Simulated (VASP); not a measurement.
YSb, 2 atoms in the cell. It takes space group I4/mmm (No. 139, tetragonal). Conventional cell: a = 4.377 Å, b = 4.377 Å, c = 6.500 Å, α = 90.00°, β = 90.00°, γ = 90.00°. Y (site symmetry 4/mmm) has 6 Sb at 3.10 to 3.25 Å within 4.1 Å. Sb (site symmetry 4/mmm) has 6 Y at 3.10 to 3.25 Å within 4.1 Å.  This cell differs from its parent crystal: strain +0.000 along x and y, +0.050 along z.

```yaml
Program: VASP 6.6.1
Task: single point
Functional: r2SCAN
Potentials_or_basis: VASP PAW PBE potentials, release 64 (Y_sv, Sb)
Cutoff: 520 eV
k_mesh: 14 × 14 × 14
Occupations: gaussian, width 0.15 eV
Spin: no spin polarisation
Dipole_correction: no
Further_INCAR_settings: ALGO = Normal; EDIFF = 1e-06; NBANDS = 15
```

Potentials or basis: VASP PAW PBE potentials, release 64 (Y_sv, Sb).

Launch:

```bash
$ cat potpaw_PBE.64/Y_sv/POTCAR potpaw_PBE.64/Sb/POTCAR > POTCAR
$ cp INCAR.step1 INCAR
$ mpirun -np 1 vasp_std > vasp.out
$ cp INCAR.step2 INCAR
$ mpirun -np 1 vasp_std > vasp.out
```

Hardware: 1 thread of Intel(R) Xeon(R) Platinum 8559C (Emerald Rapids) (shared host).

Task: How long does it take, and how much memory?

Result: Run time: 9.4 min on 1 thread of Intel(R) Xeon(R) Platinum 8559C (Emerald Rapids), with other jobs on the host, peak memory 0.43 GiB. Counts: k points 244.
